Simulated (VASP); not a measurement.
# Yb (Im-3m) in VASP: a series of runs

Yb is run at these levels: PBE; tasks: single point.

Program: VASP 6.6.1. These are calculated values, not measurements. Logs are shortened: lines on timing, memory, paths and dates and some standing lists are left out, and cuts for length are marked.

## (1) The cell of the first run

It takes space group Im-3m (No. 229, cubic). Conventional cell: a = 3.973 Å, b = 3.973 Å, c = 3.973 Å, α = 90.00°, β = 90.00°, γ = 90.00°. Within 4.5 Å of Yb (site symmetry m-3m) lie 14 Yb at 3.44 to 3.97 Å.

This isn't the form of Yb at room conditions, which is fcc.

## (2) Single point, PBE

INCAR

```
PREC = Accurate ; ENCUT = 520
EDIFF = 1E-6 ; ISMEAR = -1
SIGMA = 0.05 ; LREAL = False
LASPH = True ; NELM = 100
ALGO = Normal ; ISIF = 2
LWAVE = False ; LCHARG = False
GGA = PE ; NBANDS = 18
```

KPOINTS

```
regular mesh
0
Gamma
  14 14 14
```

POSCAR

```
Yb
1.0
   -1.9864991584      1.9864991584      1.9864991584
    1.9864991584     -1.9864991584      1.9864991584
    1.9864991584      1.9864991584     -1.9864991584
Yb
1
Direct
    0.0000000000      0.0000000000      0.0000000000
```

Potentials or basis: VASP PAW PBE potentials, release 64 (Yb).

On the command line:

```console
> cat potpaw_PBE.64/Yb/POTCAR > POTCAR
> mpirun -np 1 vasp_std > vasp.out
```

OUTCAR:

```text
PREC = Accurate
   ENCUT = 520
   EDIFF = 1E-6
   ISMEAR = -1
   LREAL = False
   LASPH = True
   NELM = 100
   ISIF = 2
   GGA = PE

 ion  position               nearest neighbor table
   1  0.000  0.000  0.000-

  LATTYP: Found a body centered cubic cell.
 ALAT       =     3.9729983168

  Lattice vectors:

 A1 = (  -1.9864991584,   1.9864991584,   1.9864991584)
 A2 = (   1.9864991584,  -1.9864991584,   1.9864991584)
 A3 = (   1.9864991584,   1.9864991584,  -1.9864991584)

Analysis of symmetry for initial positions (statically):
=====================================================================
 Subroutine PRICEL returns:
 Original cell was already a primitive cell.

 Routine SETGRP: Setting up the symmetry group for a
 body centered cubic supercell.

 Subroutine GETGRP returns: Found 48 space group operations
 (whereof 48 operations were pure point group operations)
 out of a pool of 48 trial point group operations.

The static configuration has the point symmetry O_h .

Analysis of symmetry for dynamics (positions and initial velocities):
=====================================================================
 Subroutine PRICEL returns:
 Original cell was already a primitive cell.

 Routine SETGRP: Setting up the symmetry group for a
 body centered cubic supercell.

 Subroutine GETGRP returns: Found 48 space group operations
 (whereof 48 operations were pure point group operations)
 out of a pool of 48 trial point group operations.

The dynamic configuration has the point symmetry O_h .

 Subroutine INISYM returns: Found 48 space group operations
 (whereof 48 operations are pure point group operations),
 and found     1 'primitive' translations

----------------------------------------------------------------------------------------

                                     Primitive cell

  volume of cell :      31.3563

  direct lattice vectors                    reciprocal lattice vectors
    -1.986499158  1.986499158  1.986499158     0.000000000  0.251699075  0.251699075
     1.986499158 -1.986499158  1.986499158     0.251699075  0.000000000  0.251699075
     1.986499158  1.986499158 -1.986499158     0.251699075  0.251699075  0.000000000

  length of vectors
     3.440717472  3.440717472  3.440717472     0.355956245  0.355956245  0.355956245

  position of ions in fractional coordinates (direct lattice)
     0.000000000  0.000000000  0.000000000

  ion indices of the primitive-cell ions
   primitive index   ion index
                 1           1

----------------------------------------------------------------------------------------

 KPOINTS: regular mesh

Automatic generation of k-mesh.
 Grid dimensions read from file:
 generate k-points for:   14   14   14

 Generating k-lattice:

  Cartesian coordinates                     Fractional coordinates (reciprocal lattice)
     0.000000000  0.017978505  0.017978505     0.071428571  0.000000000  0.000000000
     0.017978505  0.000000000  0.017978505     0.000000000  0.071428571  0.000000000
     0.017978505  0.017978505  0.000000000     0.000000000  0.000000000  0.071428571

  Length of vectors
     0.025425446  0.025425446  0.025425446

  Shift w.r.t. Gamma in fractional coordinates (k-lattice)
     0.000000000  0.000000000  0.000000000

 Subroutine IBZKPT returns following result:
 ===========================================

 Found    104 irreducible k-points:

 Following reciprocal coordinates:
            Coordinates               Weight
  0.000000  0.000000  0.000000      1.000000
  0.071429  0.000000  0.000000     12.000000
  0.142857  0.000000  0.000000     12.000000
  0.214286  0.000000  0.000000     12.000000
  0.285714  0.000000  0.000000     12.000000
  0.357143  0.000000  0.000000     12.000000
[... 16 lines left out ...]
  0.285714  0.285714  0.000000     24.000000
  0.357143  0.285714 -0.000000     24.000000
 [... further k-points ...]
   k-points           NKPTS =    104   k-points in BZ     NKDIM =    104   number of bands    NBANDS=     18
   number of dos      NEDOS =    301   number of ions     NIONS =      1
   total plane-waves  NPLWV =  21952
   dimension x,y,z NGX =    28 NGY =   28 NGZ =   28
   dimension x,y,z NGXF=    56 NGYF=   56 NGZF=   56
   ions per type =               1
   NGX,Y,Z   is equivalent  to a cutoff of  13.53, 13.53, 13.53 a.u.
   NGXF,Y,Z  is equivalent  to a cutoff of  27.06, 27.06, 27.06 a.u.
 SYSTEM =  unknown system
   PREC   = accura    normal or accurate (medium, high low for compatibility)
   ISTART =      0    job   : 0-new  1-cont  2-samecut
   ICHARG =      2    charge: 1-file 2-atom 10-const
   ISPIN  =      1    spin polarized calculation?
   LNONCOLLINEAR =      F non collinear calculations
   LSORBIT =      F    spin-orbit coupling
   LASPH  =      T    aspherical Exc in radial PAW
   ENCUT  =  520.0 eV  38.22 Ry    6.18 a.u.   6.40  6.40  6.40*2*pi/ulx,y,z
   NELM   =    100;   NELMIN=  2; NELMDL= -5     # of ELM steps
   EDIFF  = 0.1E-05   stopping-criterion for ELM
   LREAL  =      F    real-space projection
   EDIFFG = 0.1E-04   stopping-criterion for IOM
   NSW    =      0    number of steps for IOM
   IBRION =     -1    ionic relax: 0-MD 1-quasi-New 2-CG
   NFREE  =      0    steps in history (QN), initial steepest desc. (CG)
   ISIF   =      2    stress and relaxation
   ISYM   =      2    0-nonsym 1-usesym 2-fastsym
   POTIM  = 0.5000    time-step for ionic-motion
   TEBEG  =    0.0;   TEEND  =   0.0 temperature during run
   PSTRESS=    0.0 pullay stress
   NELECT =      24.0000    total number of electrons
   NUPDOWN=      -1.0000    fix difference up-down
   EMIN   =  10.00;   EMAX   =-10.00  energy-range for DOS
   EFERMI =   0.00;   METHOD = LEGACY
   ISMEAR =    -1;   SIGMA  =   0.05  broadening in eV -4-tet -1-fermi 0-gaus
   EFERMI_NEDOS =   21; number of points for ismear=-14 and -15
   IALGO  =     38    algorithm
   IMIX   =      4    mixing-type and parameters
     AMIX     =   0.40;   BMIX     =  1.00
     AMIX_MAG =   1.60;   BMIX_MAG =  1.00
  volume/ion in A,a.u.               =      31.36       211.60
  Fermi-wavevector in a.u.,A,eV,Ry     =   1.497512  2.829887 30.511623  2.242541
  Thomas-Fermi vector in A             =   2.609390
   LORBIT       =      0    0 simple, 1 ext, 2 COOP (PROOUT), +10 PAW based schemes
   GGA     = PE    functional components
   LHFCALC =     F    Hartree Fock is set to
   AEXX    =    0.0000 exact exchange contribution
   IVDW    =     0    specifies the selected vdW correction
   LEPSILON=     F    determine dielectric tensor
   LRPA    =     F    only Hartree local field effects (RPA)
 non-spin polarized calculation
  energy-cutoff  :      520.00
  volume of cell :       31.36
 maximum number of plane-waves:       887
 NGX is ok and might be reduce to    28
   NGX = 13   NGY = 13   NGZ = 13

 number of electron      23.9999990 magnetization

 Free energy of the ion-electron system (eV)
  ---------------------------------------------------
  ext. energy  EPLUGINS =         0.00000000
  ---------------------------------------------------
  free energy    TOTEN  =        -3.56390000 eV

  energy without entropy =       -3.55047435  energy(sigma->0) =       -3.55718718

 E-fermi :   1.9671     XC(G=0): -10.0604

 val. band max:        1.9470146723   @ k =   0.2857   0.2857   0.0714
 cond. band min:       1.9830137795   @ k =  -0.4286  -0.4286   0.2143
 fundamental gap:      0.0359991073
 Fermi energy:         1.9670836198

 k-point     1 :       0.0000    0.0000    0.0000
  band No.  band energies     occupation
      1     -49.6293      2.00000
      2     -21.7067      2.00000
      3     -21.7067      2.00000
      4     -21.7067      2.00000
      5      -3.4157      2.00000
      6       1.5032      1.99981
[... 10 lines left out ...]
     17       7.2130      0.00000
     18      13.5463      0.00000

 k-point     2 :       0.0714    0.0000    0.0000
  band No.  band energies     occupation
      1     -49.6276      2.00000
      2     -21.7347      2.00000
      3     -21.7154      2.00000
      4     -21.7068      2.00000
      5      -3.2703      2.00000
      6       1.5034      1.99981
[... 10 lines left out ...]
     17       7.2110      0.00000
     18      13.7142      0.00000

 k-point     3 :       0.1429    0.0000    0.0000
  band No.  band energies     occupation
      1     -49.6229      2.00000
      2     -21.8123      2.00000
      3     -21.7397      2.00000
      4     -21.7071      2.00000
      5      -2.8497      2.00000
      6       1.5043      1.99981
[... 10 lines left out ...]
     17       7.2234      0.00000
     18      14.0451      0.00000

 k-point     4 :       0.2143    0.0000    0.0000
  band No.  band energies     occupation
      1     -49.6161      2.00000
      2     -21.9219      2.00000
      3     -21.7745      2.00000
      4     -21.7076      2.00000
      5      -2.2005      2.00000
      6       1.5072      1.99980
[... 10 lines left out ...]
     17       7.2904      0.00000
     18      13.9949      0.00000

 k-point     5 :       0.2857    0.0000    0.0000
  band No.  band energies     occupation
      1     -49.6085      2.00000
      2     -22.0403      2.00000
      3     -21.8129      2.00000
      4     -21.7082      2.00000
      5      -1.4082      2.00000
      6       1.5142      1.99977
[... 10 lines left out ...]
     17       7.4443      0.00000
     18      13.1621      0.00000

 k-point     6 :       0.3571    0.0000    0.0000
  band No.  band energies     occupation
      1     -49.6016      2.00000
      2     -22.1442      2.00000
      3     -21.8472      2.00000
      4     -21.7088      2.00000
      5      -0.6164      2.00000
      6       1.5125      1.99977
[... 307 lines left out ...]
 k-point    21 :       0.2857    0.2143   -0.0000
  band No.  band energies     occupation
      1     -49.5952      2.00000
      2     -22.1493      2.00000
      3     -21.9253      2.00000
      4     -21.7601      2.00000
      5       0.4952      2.00000
      6       1.5099      1.99979
[... 10 lines left out ...]
     17       9.5506      0.00000
     18      10.8209      0.00000

 k-point    22 :       0.3571    0.2143    0.0000
  band No.  band energies     occupation
      1     -49.5926      2.00000
      2     -22.1636      2.00000
      3     -21.9603      2.00000
      4     -21.7630      2.00000
      5       0.9685      2.00000
      6       1.5170      1.99975
[... 10 lines left out ...]
     17       9.5434      0.00000
     18      10.8251      0.00000

 k-point    23 :       0.2857    0.2857    0.0000
  band No.  band energies     occupation
      1     -49.5923      2.00000
      2     -22.1343      2.00000
      3     -21.9917      2.00000
      4     -21.7697      2.00000
      5       1.1437      2.00000
      6       1.5178      1.99975
[... 10 lines left out ...]
     17       9.2822      0.00000
     18      10.9541      0.00000

 k-point    24 :       0.3571    0.2857   -0.0000
  band No.  band energies     occupation
      1     -49.5912      2.00000
      2     -22.1135      2.00000
      3     -22.0315      2.00000
      4     -21.7726      2.00000
      5       1.3554      1.99999
      6       1.5246      1.99971
[... 10 lines left out ...]
     17       8.6859      0.00000
     18      11.5289      0.00000

 [... further k-points ...]
[... 5 lines left out ...]
  --------------------------------------------------------------------------------------
  -------------------------------------------------------------------------------------
  Total        0.3039747      0.3039747      0.3039747      0.0000000      0.0000000     -0.0000000
  in kB       15.5318387     15.5318387     15.5318387      0.0000000      0.0000000     -0.0000000
  external PRESSURE =      15.5318387 kB  Pullay stress =       0.0000000 kB

 VOLUME and BASIS-vectors are now :
 -----------------------------------------------------------------------------
  energy-cutoff  :      520.00
  volume of cell :       31.36
      direct lattice vectors                 reciprocal lattice vectors
    -1.986499158  1.986499158  1.986499158     0.000000000  0.251699075  0.251699075
     1.986499158 -1.986499158  1.986499158     0.251699075  0.000000000  0.251699075
     1.986499158  1.986499158 -1.986499158     0.251699075  0.251699075  0.000000000

 POSITION                                       TOTAL-FORCE (eV/Angst)
 -----------------------------------------------------------------------------------
      0.00000      0.00000      0.00000         0.000000      0.000000      0.000000
 -----------------------------------------------------------------------------------
    total drift:                               -0.000000     -0.000000     -0.000000

  FREE ENERGIE OF THE ION-ELECTRON SYSTEM (eV)
  ---------------------------------------------------
  free  energy   TOTEN  =        -3.5639000037 eV

  energy  without entropy=       -3.5504743531  energy(sigma->0) =       -3.55718718
```

Wall time 49 s (1 thread of Intel Xeon 6975P-C (Granite Rapids), shared host); peak memory 0.22 GiB.

Results:

| Property | Result |
| --- | --- |
| Free energy | -3.5639 eV |
| Pressure | 1.6 GPa |
| Band gap on the k mesh | zero (bands 12 and 13 overlap by 0.65 eV) |

Levels at points of the mesh, in eV from the Fermi level:
| k point | band 9 | band 10 | band 11 | band 12 | band 13 | band 14 | band 15 | band 16 |
| --- | --- | --- | --- | --- | --- | --- | --- | --- |
| (0.00, 0.00, 0.00) | -0.30 | -0.30 | -0.30 | -0.26 | 3.10 | 3.10 | 3.10 | 5.25 |
| (0.50, 0.00, 0.00) | -0.33 | -0.33 | -0.31 | -0.28 | 1.04 | 1.27 | 5.04 | 6.12 |
| (0.50, 0.50, 0.50) | -0.41 | -0.41 | -0.28 | -0.28 | -0.28 | 6.10 | 6.10 | 6.10 |

Caveat: spin-orbit coupling is left out, which moves the levels of the heavy elements. Spin polarisation is off, so any magnetic state and its effect on volume and gap are missing.

## (3) Single point, PBE

INCAR

```
SYSTEM = Yb
PREC = Accurate ; ENCUT = 520
EDIFF = 1E-6 ; ISMEAR = -1
SIGMA = 0.05 ; LREAL = .False.
LASPH = .True. ; NELM = 100
ALGO = Normal ; ISIF = 2
LWAVE = .False. ; LCHARG = .False.
GGA = PE ; NBANDS = 18
```

KPOINTS

```
Automatic mesh
0
Gamma
  14 14 14
  0 0 0
```

POSCAR is that of step 2.

Potentials or basis: VASP PAW PBE potentials, release 64 (Yb).

On the command line:

```console
> cat potpaw_PBE.64/Yb/POTCAR > POTCAR
> mpirun -np 1 vasp_std > vasp.out
```

OUTCAR:

```text
SYSTEM = Yb
   PREC = Accurate
   ENCUT = 520
   EDIFF = 1E-6
   ISMEAR = -1
   LREAL = .False.
   LASPH = .True.
   NELM = 100
   ISIF = 2
   GGA = PE

 ion  position               nearest neighbor table
   1  0.000  0.000  0.000-

  LATTYP: Found a body centered cubic cell.
 ALAT       =     3.9729983168

  Lattice vectors:

 A1 = (  -1.9864991584,   1.9864991584,   1.9864991584)
 A2 = (   1.9864991584,  -1.9864991584,   1.9864991584)
 A3 = (   1.9864991584,   1.9864991584,  -1.9864991584)

Analysis of symmetry for initial positions (statically):
[... 182 lines left out ...]
      3     -21.7067      2.00000
      4     -21.7067      2.00000
      5      -3.4157      2.00000
      6       1.5032      1.99981
[... 481 lines left out ...]
      5       1.3554      1.99999
      6       1.5246      1.99971
[... 10 lines left out ...]
     17       8.6859      0.00000
     18      11.5289      0.00000

 [... further k-points ...]
[... 5 lines left out ...]
  --------------------------------------------------------------------------------------
  -------------------------------------------------------------------------------------
  Total        0.3039747      0.3039747      0.3039747      0.0000000      0.0000000     -0.0000000
  in kB       15.5318387     15.5318387     15.5318387      0.0000000      0.0000000     -0.0000000
  external PRESSURE =      15.5318387 kB  Pullay stress =       0.0000000 kB

 VOLUME and BASIS-vectors are now :
 -----------------------------------------------------------------------------
  energy-cutoff  :      520.00
  volume of cell :       31.36
      direct lattice vectors                 reciprocal lattice vectors
    -1.986499158  1.986499158  1.986499158     0.000000000  0.251699075  0.251699075
     1.986499158 -1.986499158  1.986499158     0.251699075  0.000000000  0.251699075
     1.986499158  1.986499158 -1.986499158     0.251699075  0.251699075  0.000000000

 POSITION                                       TOTAL-FORCE (eV/Angst)
 -----------------------------------------------------------------------------------
      0.00000      0.00000      0.00000         0.000000      0.000000      0.000000
 -----------------------------------------------------------------------------------
    total drift:                               -0.000000     -0.000000     -0.000000

  FREE ENERGIE OF THE ION-ELECTRON SYSTEM (eV)
  ---------------------------------------------------
  free  energy   TOTEN  =        -3.5639000037 eV

  energy  without entropy=       -3.5504743531  energy(sigma->0) =       -3.55718718
```

Run time: 52 s. Hardware: 1 thread of Intel Xeon 6975P-C (Granite Rapids), shared host; peak memory 0.21 GiB.

Results:

| Property | Result |
| --- | --- |
| Free energy | -3.5639 eV |
| Pressure | 1.6 GPa |
| Band gap on the k mesh | zero (bands 12 and 13 overlap by 0.65 eV) |

Caveat: spin-orbit coupling is left out, which moves the levels of the heavy elements. Spin polarisation is off, so any magnetic state and its effect on volume and gap are missing.

The gap in the log of VASP goes by the Fermi energy; the results here count the filled bands.